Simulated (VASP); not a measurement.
# HfO2 (R3m) in VASP: single point with PBEsol

Aim: the single point of HfO2 with PBEsol.

Everything below comes from runs of VASP 6.6.1. Logs are shortened: lines on timing, memory, paths and dates and some standing lists are left out, and cuts for length are marked.

### 1 The cell of the first run

The structure is trigonal, space group R3m (No. 160). Conventional cell: a = 3.575 Å, b = 3.575 Å, c = 9.289 Å, α = 90.00°, β = 90.00°, γ = 120.00°. Hf (site symmetry 3m) has 8 O at 2.10 to 2.70 Å within 2.8 Å. Within 2.9 Å of O (site symmetry 3m) lie 4 Hf at 2.17 to 2.26 Å and 6 O at 2.45 to 2.72 Å. O (site symmetry 3m) has 4 Hf at 2.10 to 2.70 Å and 6 O at 2.45 to 2.72 Å within 2.8 Å.

### 2 Single point, PBEsol (strained and its atoms moved)

INCAR

```
ALGO     = Normal         # electronic algorithm
EDIFF    = 1E-6           # SCF threshold, eV
ENCUT    = 520            # plane-wave cutoff, eV
GGA      = PS             # functional
ISIF     = 2              # what is computed and relaxed
ISMEAR   = 0              # smearing method
LASPH    = T              # aspherical terms in the spheres
LCHARG   = T              # write CHGCAR
LELF     = T              # ELF
LREAL    = F              # projectors in reciprocal space
LVHAR    = T            
LWAVE    = F              # write WAVECAR
NBANDS   = 18             # bands
NELM     = 100            # most SCF steps
PREC     = Accurate       # precision mode
SIGMA    = 0.02           # smearing width, eV
```

KPOINTS

```
k-points
0
Gamma
  8 8 8
```

POSCAR

```
HfO2
1.0
    0.0000000000      2.5279097250      2.5279097250
    2.5279097250      0.0000000000      2.5279097250
    2.6302097250      2.6302097250     -0.1023000000
Hf O
1 2
Direct
    0.0191732757      0.0191732757     -0.0575198270
    0.2528343922      0.2528343922      0.2414968234
    0.7279923321      0.7279923321      0.8160230036
```

Potentials or basis: VASP PAW PBE potentials, release 64 (Hf_pv, O).

On the command line:

```
> cat potpaw_PBE.64/Hf_pv/POTCAR potpaw_PBE.64/O/POTCAR > POTCAR
> mpirun -np 1 vasp_std > vasp.out
```

OUTCAR:

```text
EDIFF = 1E-6
   ENCUT = 520
   GGA = PS
   ISIF = 2
   ISMEAR = 0
   LASPH = T
   LREAL = F
   NELM = 100
   PREC = Accurate

 ion  position               nearest neighbor table
   1  0.019  0.019  0.942-   3 2.10   3 2.10   3 2.10   2 2.17   2 2.26   2 2.26   2 2.26   3 2.70

   2  0.253  0.253  0.241-   1 2.17   1 2.26   1 2.26   1 2.26
   3  0.728  0.728  0.816-   1 2.10   1 2.10   1 2.10   1 2.70

  LATTYP: Found a trigonal (rhomboedric) cell.
 ALAT       =     3.7210847457
 COS(alpha) =     0.5384869357

  Lattice vectors:

 A1 = (   2.6302097250,   0.1023000000,  -2.6302097250)
 A2 = (   0.1023000000,   2.6302097250,  -2.6302097250)
 A3 = (   2.6302097250,   2.6302097250,  -0.1023000000)

Analysis of symmetry for initial positions (statically):
=====================================================================
 Subroutine PRICEL returns:
 Original cell was already a primitive cell.

 Routine SETGRP: Setting up the symmetry group for a
 trigonal (rhombohedral) supercell.

 Subroutine GETGRP returns: Found  6 space group operations
 (whereof  6 operations were pure point group operations)
 out of a pool of 12 trial point group operations.

The static configuration has the point symmetry C_3v.

Analysis of symmetry for dynamics (positions and initial velocities):
=====================================================================
 Subroutine PRICEL returns:
 Original cell was already a primitive cell.

 Routine SETGRP: Setting up the symmetry group for a
 trigonal (rhombohedral) supercell.

 Subroutine GETGRP returns: Found  6 space group operations
 (whereof  6 operations were pure point group operations)
 out of a pool of 12 trial point group operations.

The dynamic configuration has the point symmetry C_3v.

 Subroutine INISYM returns: Found  6 space group operations
 (whereof  6 operations are pure point group operations),
 and found     1 'primitive' translations

----------------------------------------------------------------------------------------

                                     Primitive cell

  volume of cell :      34.2695

  direct lattice vectors                    reciprocal lattice vectors
     0.000000000  2.527909725  2.527909725    -0.194018767  0.201564979  0.194018767
     2.527909725  0.000000000  2.527909725     0.201564979 -0.194018767  0.194018767
     2.630209725  2.630209725 -0.102300000     0.186472555  0.186472555 -0.186472555

  length of vectors
     3.575004218  3.575004218  3.721084746     0.340462928  0.340462928  0.322979940

  position of ions in fractional coordinates (direct lattice)
     0.019173276  0.019173276  0.942480173
     0.252834392  0.252834392  0.241496823
     0.727992332  0.727992332  0.816023004

  ion indices of the primitive-cell ions
   primitive index   ion index
                 1           1
                 2           2
                 3           3

----------------------------------------------------------------------------------------

 KPOINTS: k-points

Automatic generation of k-mesh.
 Grid dimensions read from file:
 generate k-points for:    8    8    8

 Generating k-lattice:

  Cartesian coordinates                     Fractional coordinates (reciprocal lattice)
    -0.024252346  0.025195622  0.024252346     0.125000000  0.000000000 -0.000000000
     0.025195622 -0.024252346  0.024252346     0.000000000  0.125000000 -0.000000000
     0.023309069  0.023309069 -0.023309069     0.000000000  0.000000000  0.125000000

  Length of vectors
     0.042557866  0.042557866  0.040372493

  Shift w.r.t. Gamma in fractional coordinates (k-lattice)
     0.000000000  0.000000000  0.000000000

 Subroutine IBZKPT returns following result:
 ===========================================

 Found     65 irreducible k-points:

 Following reciprocal coordinates:
            Coordinates               Weight
  0.000000  0.000000  0.000000      1.000000
  0.125000  0.000000  0.000000      6.000000
  0.250000  0.000000  0.000000      6.000000
  0.375000  0.000000 -0.000000      6.000000
  0.500000  0.000000  0.000000      3.000000
  0.125000  0.125000 -0.000000      6.000000
[... 16 lines left out ...]
  0.250000  0.000000  0.125000      6.000000
  0.375000  0.000000  0.125000      6.000000
 [... further k-points ...]
   k-points           NKPTS =     65   k-points in BZ     NKDIM =     65   number of bands    NBANDS=     18
   number of dos      NEDOS =    301   number of ions     NIONS =      3
   total plane-waves  NPLWV =  21952
   dimension x,y,z NGX =    28 NGY =   28 NGZ =   28
   dimension x,y,z NGXF=    56 NGYF=   56 NGZF=   56
   ions per type =               1   2
   NGX,Y,Z   is equivalent  to a cutoff of  13.02, 13.02, 12.51 a.u.
   NGXF,Y,Z  is equivalent  to a cutoff of  26.04, 26.04, 25.02 a.u.
 SYSTEM =  unknown system
   PREC   = accura    normal or accurate (medium, high low for compatibility)
   ISTART =      0    job   : 0-new  1-cont  2-samecut
   ICHARG =      2    charge: 1-file 2-atom 10-const
   ISPIN  =      1    spin polarized calculation?
   LNONCOLLINEAR =      F non collinear calculations
   LSORBIT =      F    spin-orbit coupling
   LASPH  =      T    aspherical Exc in radial PAW
   ENCUT  =  520.0 eV  38.22 Ry    6.18 a.u.   6.65  6.65  6.92*2*pi/ulx,y,z
   NELM   =    100;   NELMIN=  2; NELMDL= -5     # of ELM steps
   EDIFF  = 0.1E-05   stopping-criterion for ELM
   LREAL  =      F    real-space projection
   EDIFFG = 0.1E-04   stopping-criterion for IOM
   NSW    =      0    number of steps for IOM
   IBRION =     -1    ionic relax: 0-MD 1-quasi-New 2-CG
   NFREE  =      0    steps in history (QN), initial steepest desc. (CG)
   ISIF   =      2    stress and relaxation
   ISYM   =      2    0-nonsym 1-usesym 2-fastsym
   POTIM  = 0.5000    time-step for ionic-motion
   TEBEG  =    0.0;   TEEND  =   0.0 temperature during run
   PSTRESS=    0.0 pullay stress
   NELECT =      22.0000    total number of electrons
   NUPDOWN=      -1.0000    fix difference up-down
   EMIN   =  10.00;   EMAX   =-10.00  energy-range for DOS
   EFERMI =   0.00;   METHOD = LEGACY
   ISMEAR =     0;   SIGMA  =   0.02  broadening in eV -4-tet -1-fermi 0-gaus
   EFERMI_NEDOS =   21; number of points for ismear=-14 and -15
   IALGO  =     38    algorithm
   IMIX   =      4    mixing-type and parameters
     AMIX     =   0.40;   BMIX     =  1.00
     AMIX_MAG =   1.60;   BMIX_MAG =  1.00
  volume/ion in A,a.u.               =      11.42        77.09
  Fermi-wavevector in a.u.,A,eV,Ry     =   1.412255  2.668774 27.136316  1.994463
  Thomas-Fermi vector in A             =   2.534022
   LORBIT       =      0    0 simple, 1 ext, 2 COOP (PROOUT), +10 PAW based schemes
   GGA     = PS    functional components
   LHFCALC =     F    Hartree Fock is set to
   AEXX    =    0.0000 exact exchange contribution
   IVDW    =     0    specifies the selected vdW correction
   LEPSILON=     F    determine dielectric tensor
   LRPA    =     F    only Hartree local field effects (RPA)
 non-spin polarized calculation
 Gauss-broadening in eV      SIGMA  =   0.02
  energy-cutoff  :      520.00
  volume of cell :       34.27
 maximum number of plane-waves:       944
   NGX = 13   NGY = 13   NGZ = 13

 number of electron      22.0000000 magnetization

 Free energy of the ion-electron system (eV)
  ---------------------------------------------------
  ext. energy  EPLUGINS =         0.00000000
  ---------------------------------------------------
  free energy    TOTEN  =       -31.26045918 eV

  energy without entropy =      -31.26045918  energy(sigma->0) =      -31.26045918

 E-fermi :   3.8699     XC(G=0): -11.8007

 val. band max:        3.7418910366   @ k =   0.5000   0.5000  -0.0000
 cond. band min:       7.3596551573   @ k =  -0.3750   0.2500   0.1250
 fundamental gap:      3.6177641206
 Fermi energy:         3.8698547572

 k-point     1 :       0.0000    0.0000    0.0000
  band No.  band energies     occupation
      1     -26.0845      2.00000
      2     -25.9854      2.00000
      3     -25.9854      2.00000
      4     -14.8123      2.00000
      5     -11.9924      2.00000
      6      -1.5979      2.00000
[... 10 lines left out ...]
     17      13.9360      0.00000
     18      17.1486      0.00000

 k-point     2 :       0.1250    0.0000    0.0000
  band No.  band energies     occupation
      1     -26.0949      2.00000
      2     -26.0467      2.00000
      3     -25.9946      2.00000
      4     -14.5965      2.00000
      5     -12.1355      2.00000
      6      -1.4925      2.00000
[... 10 lines left out ...]
     17      13.6329      0.00000
     18      16.9952      0.00000

 k-point     3 :       0.2500    0.0000    0.0000
  band No.  band energies     occupation
      1     -26.2142      2.00000
      2     -26.0943      2.00000
      3     -26.0167      2.00000
      4     -14.0714      2.00000
      5     -12.4419      2.00000
      6      -1.1833      2.00000
[... 10 lines left out ...]
     17      13.0595      0.00000
     18      15.9876      0.00000

 k-point     4 :       0.3750    0.0000   -0.0000
  band No.  band energies     occupation
      1     -26.3598      2.00000
      2     -26.1077      2.00000
      3     -26.0386      2.00000
      4     -13.5738      2.00000
      5     -12.6591      2.00000
      6      -0.8816      2.00000
[... 375 lines left out ...]
      4     -14.6907      2.00000
      5     -12.0704      2.00000
      6      -1.5212      2.00000
[... 10 lines left out ...]
     17      13.9010      0.00000
     18      17.1361      0.00000

 k-point    23 :       0.2500    0.0000    0.1250
  band No.  band energies     occupation
      1     -26.1966      2.00000
      2     -26.0976      2.00000
      3     -26.0245      2.00000
      4     -14.0801      2.00000
      5     -12.4394      2.00000
      6      -1.1488      2.00000
[... 10 lines left out ...]
     17      13.1571      0.00000
     18      16.4763      0.00000

 k-point    24 :       0.3750    0.0000    0.1250
  band No.  band energies     occupation
      1     -26.3399      2.00000
      2     -26.1141      2.00000
      3     -26.0464      2.00000
      4     -13.5607      2.00000
      5     -12.6772      2.00000
      6      -0.8993      2.00000
[... 10 lines left out ...]
     17      13.3831      0.00000
     18      15.9072      0.00000

 [... further k-points ...]

------------------------ aborting loop because EDIFF is reached ----------------------------------------

  FORCE on cell =-STRESS in cart. coord.  units (eV):
  Direction    XX          YY          ZZ          XY          YZ          ZX
  --------------------------------------------------------------------------------------
  -------------------------------------------------------------------------------------
  Total       -2.1421244     -2.1421244     -2.1421244     -0.5151301      0.5151301      0.5151301
  in kB     -100.1491058   -100.1491058   -100.1491058    -24.0834833     24.0834833     24.0834833
  external PRESSURE =    -100.1491058 kB  Pullay stress =       0.0000000 kB

 VOLUME and BASIS-vectors are now :
 -----------------------------------------------------------------------------
  energy-cutoff  :      520.00
  volume of cell :       34.27
      direct lattice vectors                 reciprocal lattice vectors
     0.000000000  2.527909725  2.527909725    -0.194018767  0.201564979  0.194018767
     2.527909725  0.000000000  2.527909725     0.201564979 -0.194018767  0.194018767
     2.630209725  2.630209725 -0.102300000     0.186472555  0.186472555 -0.186472555

 POSITION                                       TOTAL-FORCE (eV/Angst)
 -----------------------------------------------------------------------------------
      2.52739      2.52739      0.00052        -0.016030     -0.016030      0.016030
      1.27433      1.27433      1.25358         0.822828      0.822828     -0.822828
      3.98661      3.98661      3.59712        -0.806798     -0.806798      0.806798
 -----------------------------------------------------------------------------------
    total drift:                               -0.000202     -0.000202      0.000202

  FREE ENERGIE OF THE ION-ELECTRON SYSTEM (eV)
  ---------------------------------------------------
  free  energy   TOTEN  =       -31.2604591831 eV

  energy  without entropy=      -31.2604591831  energy(sigma->0) =      -31.26045918
```

It took 46 s on 1 thread of Intel Xeon 8259CL, shared host; peak memory 0.18 GiB.

What came out:

```
Free energy            : -31.2605 eV
Pressure               : -10.0 GPa
Largest force          : 1.425 eV/Å
Band gap on the k mesh : 3.62 eV (least direct gap 3.82 eV)
```

Forces in eV/Å, atoms in the order of the input:
```
Hf  -0.016 -0.016  0.016
O    0.823  0.823 -0.823
O   -0.807 -0.807  0.807
```

Stress tensor (GPa, compression positive):
```
-10.01  -2.41   2.41
 -2.41 -10.01   2.41
  2.41   2.41 -10.01
```

Caveat: the cell differs from its parent crystal (strained and its atoms moved); the cell stands under tension; the PAW data sets were made with another functional, which shifts forces and pressure a little; spin-orbit coupling is left out, which moves the levels of the heavy elements.
